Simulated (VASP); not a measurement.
# Ga (I4/mmm) in VASP: further runs, part 4 of 4

VASP 6.6.1. Earlier steps stand in the parts before.

**7. Relaxation of shape and atoms at fixed volume, r2SCAN (18.95 Å³/atom)**

This run uses another cell than the first one, of 18.95 Å³/atom.

The input, POSCAR:

```
Ga
1.0
   -1.4286440377      1.4286440377      2.3213707811
    1.4286440377     -1.4286440377      2.3213707811
    1.4286440377      1.4286440377     -2.3213707811
Ga
1
Direct
    0.0000000000      0.0000000000      0.0000000000
```

The input, INCAR.step1:

```
  ALGO = Normal
  EDIFF = 1E-4
  ENCUT = 600
  GGA = PE
  ISMEAR = 0
  LASPH = T
  LCHARG = F
  LREAL = F
  LWAVE = T
  NELM = 60
  PREC = Accurate
  SIGMA = 0.1
```

The input, INCAR.step2:

```
  ALGO = Normal
  EDIFF = 1E-6
  EDIFFG = -0.01
  ENCUT = 600
  IBRION = 2
  ISIF = 4
  ISMEAR = 0
  ISTART = 1
  LASPH = T
  LCHARG = F
  LMIXTAU = T
  LREAL = F
  LWAVE = F
  METAGGA = R2SCAN
  NELM = 60
  NSW = 50
  PREC = Accurate
  SIGMA = 0.1
```

The input, KPOINTS:

```
k-points
0
Gamma
  20 20 20
```

Potentials or basis: VASP PAW PBE potentials, release 64 (Ga_d).

Started as:

```
$ cat potpaw_PBE.64/Ga_d/POTCAR > POTCAR
$ cp INCAR.step1 INCAR
$ mpirun -np 1 vasp_std > vasp.out
$ cp INCAR.step2 INCAR
$ mpirun -np 1 vasp_std > vasp.out
```

OUTCAR:

```text
EDIFF = 1E-6
   EDIFFG = -0.01
   ENCUT = 600
   IBRION = 2
   ISIF = 4
   ISMEAR = 0
   ISTART = 1
   LASPH = T
   LREAL = F
   METAGGA = R2SCAN
   NELM = 60
   NSW = 50
   PREC = Accurate

 ion  position               nearest neighbor table
   1  0.000  0.000  0.000-

  LATTYP: Found a body centered tetragonal cell.
 ALAT       =     2.8572880754
 C/A-ratio  =     1.6248769601

  Lattice vectors:

 A1 = (  -1.4286440377,   1.4286440377,   2.3213707811)
 A2 = (   1.4286440377,  -1.4286440377,   2.3213707811)
 A3 = (   1.4286440377,   1.4286440377,  -2.3213707811)

Analysis of symmetry for initial positions (statically):
=====================================================================
 Subroutine PRICEL returns:
 Original cell was already a primitive cell.

 Routine SETGRP: Setting up the symmetry group for a
 body centered tetragonal supercell.

 Subroutine GETGRP returns: Found 16 space group operations
 (whereof 16 operations were pure point group operations)
 out of a pool of 16 trial point group operations.

The static configuration has the point symmetry D_4h.

Analysis of symmetry for dynamics (positions and initial velocities):
=====================================================================
 Subroutine PRICEL returns:
 Original cell was already a primitive cell.

 Routine SETGRP: Setting up the symmetry group for a
 body centered tetragonal supercell.

 Subroutine GETGRP returns: Found 16 space group operations
 (whereof 16 operations were pure point group operations)
 out of a pool of 16 trial point group operations.

The dynamic configuration has the point symmetry D_4h.

 Subroutine INISYM returns: Found 16 space group operations
 (whereof 16 operations are pure point group operations),
 and found     1 'primitive' translations

----------------------------------------------------------------------------------------

[... 131 lines left out ...]

 number of electron      12.9999996 magnetization

 Free energy of the ion-electron system (eV)
  ---------------------------------------------------
  ext. energy  EPLUGINS =         0.00000000
  ---------------------------------------------------
  free energy    TOTEN  =       -11.30036898 eV

  energy without entropy =      -11.29847389  energy(sigma->0) =      -11.29942144

------------------------ aborting loop because EDIFF is reached ----------------------------------------

  FORCE on cell =-STRESS in cart. coord.  units (eV):
  Direction    XX          YY          ZZ          XY          YZ          ZX
  --------------------------------------------------------------------------------------
  -------------------------------------------------------------------------------------
  Total       -0.3823848     -0.3823848     -0.3347658      0.0000000     -0.0000000      0.0000000
  in kB      -32.3264988    -32.3264988    -28.3008255      0.0000000     -0.0000000      0.0000000
  external PRESSURE =     -30.9846077 kB  Pullay stress =       0.0000000 kB
[... 127 lines left out ...]
--------------------------------------- Ionic step        5  -------------------------------------------

 number of electron      12.9999996 magnetization

 Free energy of the ion-electron system (eV)
  ---------------------------------------------------
  ext. energy  EPLUGINS =         0.00000000
  ---------------------------------------------------
  free energy    TOTEN  =       -11.30060384 eV

  energy without entropy =      -11.29885979  energy(sigma->0) =      -11.29973182

 E-fermi :   5.4064     XC(G=0): -12.1405

 val. band max:        5.3985975227   @ k =   0.2500   0.2500   0.2000
 cond. band min:       5.4103497474   @ k =   0.4000   0.3000   0.1000
 fundamental gap:      0.0117522247
 Fermi energy:         5.4063648953

 k-point     1 :       0.0000    0.0000    0.0000
  band No.  band energies     occupation
      1     -10.1470      2.00000
      2     -10.0131      2.00000
      3      -9.9912      2.00000
      4      -9.9912      2.00000
      5      -9.8427      2.00000
      6      -6.1988      2.00000
      7      18.1394      0.00000
      8      18.3420      0.00000
      9      18.3421      0.00000
     10      21.7578      0.00000
[... 287 lines left out ...]
 k-point    24 :      -0.3500    0.0500    0.0000
  band No.  band energies     occupation
      1     -10.1005      2.00000
      2     -10.0868      2.00000
      3      -9.9621      2.00000
      4      -9.8732      2.00000
      5      -9.8476      2.00000
      6      -2.9928      2.00000
      7       6.1077      0.00000
      8      13.9004      0.00000
      9      17.3241      0.00000
     10      18.6399      0.00000

 [... further k-points ...]

------------------------ aborting loop because EDIFF is reached ----------------------------------------

  FORCE on cell =-STRESS in cart. coord.  units (eV):
  Direction    XX          YY          ZZ          XY          YZ          ZX
  --------------------------------------------------------------------------------------
  -------------------------------------------------------------------------------------
  Total       -0.3500243     -0.3500243     -0.3479339     -0.0000000      0.0000000      0.0000000
  in kB      -29.5907636    -29.5907636    -29.4140436     -0.0000000      0.0000000      0.0000000
  external PRESSURE =     -29.5318569 kB  Pullay stress =       0.0000000 kB
[... 16 lines left out ...]
  FREE ENERGIE OF THE ION-ELECTRON SYSTEM (eV)
  ---------------------------------------------------
  free  energy   TOTEN  =       -11.3006038408 eV

  energy  without entropy=      -11.2988597932  energy(sigma->0) =      -11.29973182

 reached required accuracy - stopping structural energy minimisation
```

OUTCAR.step1:

```text
EDIFF = 1E-4
   ENCUT = 600
   GGA = PE
   ISMEAR = 0
   LASPH = T
[... 529 lines left out ...]

 POSITION                                       TOTAL-FORCE (eV/Angst)
 -----------------------------------------------------------------------------------
      0.00000      0.00000      0.00000        -0.000000      0.000000      0.000000
 -----------------------------------------------------------------------------------
    total drift:                                0.000000     -0.000000     -0.000000

  FREE ENERGIE OF THE ION-ELECTRON SYSTEM (eV)
  ---------------------------------------------------
  free  energy   TOTEN  =        -2.8894171337 eV

  energy  without entropy=       -2.8874009496  energy(sigma->0) =       -2.88840904
```

OSZICAR.step1:

```text
N       E                     dE             d eps       ncg     rms          rms(c)
DAV:   1     0.374954288763E+02    0.37495E+02   -0.75787E+03 13318   0.243E+03
DAV:   2    -0.156711071498E+01   -0.39063E+02   -0.38122E+02 13186   0.252E+02
DAV:   3    -0.290446251820E+01   -0.13374E+01   -0.13321E+01 14634   0.434E+01
DAV:   4    -0.291623075003E+01   -0.11768E-01   -0.11765E-01 14818   0.428E+00
DAV:   5    -0.291638260567E+01   -0.15186E-03   -0.15185E-03 14792   0.436E-01    0.837E-01
DAV:   6    -0.289488670140E+01    0.21496E-01   -0.43319E-02 14894   0.446E+00    0.429E-01
DAV:   7    -0.288994940331E+01    0.49373E-02   -0.85816E-03 18588   0.166E+00    0.118E-01
DAV:   8    -0.288941257523E+01    0.53683E-03   -0.70757E-04 14150   0.552E-01    0.916E-03
DAV:   9    -0.288941713368E+01   -0.45584E-05   -0.74458E-06  8074   0.475E-02
   1 F= -.28894171E+01 E0= -.28884090E+01  d E =-.201618E-02
```

Wall time 16 min (1 thread of Intel Xeon 6975P-C (Granite Rapids), shared host); peak memory 0.3 GiB.

Results:

| Property | Result |
| --- | --- |
| Free energy | -11.3006 eV |
| Energy gained by relaxing | 0.2 meV/atom |
| Ionic steps | 5 |
| Pressure after relaxing | -3.0 GPa |
| Band gap on the k mesh | zero (an odd number of electrons rules out a gap without spin polarisation) |

The path:
```csv
step,energy change (eV),largest force (eV/Å),pressure (GPa),volume (Å³)
1,0.0000,0.0000,-3.10,18.95
2,-0.0001,0.0000,-3.05,18.95
3,-0.0001,0.0000,-3.03,18.95
4,-0.0002,0.0000,-3.02,18.95
5,-0.0002,0.0000,-2.95,18.95
```

Final structure:
```
Ga
1.0
    -1.42192    1.42192    2.34338
     1.42192   -1.42192    2.34338
     1.42192    1.42192   -2.34338
Ga
1
Direct
  0.00000 0.00000 0.00000
```

Levels at points of the mesh, in eV from the Fermi level:
```csv
k point,band 4,band 5,band 6,band 7,band 8,band 9
"(0.00, 0.00, 0.00)",-15.40,-15.25,-11.61,12.73,12.94,12.94
"(0.50, 0.00, 0.00)",-15.24,-15.20,-5.07,-4.15,8.13,12.25
"(0.50, 0.50, 0.00)",-15.24,-15.12,-2.09,-1.12,3.81,5.21
"(0.50, 0.50, 0.50)",-15.21,-15.20,-4.45,-3.83,7.06,7.06
```

Caveat: the PAW data sets were made with another functional, which shifts forces and pressure a little.

**8. Overview**

```csv
task,cell,cutoff (eV),gap on the mesh (eV),pressure (GPa)
single point,"a = 2.883 Å, angles 124.2, 124.2, 82.9°, 1 atom",520,none,10.3
single point,"a = 2.918 Å, angles 124.4, 124.4, 82.6°, 1 atom",520,none,7.1
single point,"a = 2.951 Å, angles 124.4, 124.4, 82.5°, 1 atom",520,none,4.3
single point,"a = 2.984 Å, angles 124.5, 124.5, 82.4°, 1 atom",520,none,1.9
single point,"a = 3.016 Å, angles 124.6, 124.6, 82.2°, 1 atom",520,none,0.0
relaxation of shape and atoms at fixed volume,"relaxed from a = 3.077 Å, angles 124.7, 124.7, 82.1°, 1 atom",600,none,-3.0
```

Alike in all rows: level r2SCAN; potentials or basis VASP PAW PBE potentials, release 64 (Ga_d); no spin polarisation; k mesh 20 × 20 × 20; smearing gaussian 0.1 eV.

Caveats: the PAW data sets were made with another functional, which shifts forces and pressure a little; the cell stands under pressure (at least some runs).

Total energies depend on the potentials used, so only differences within one code and one set of settings carry meaning.
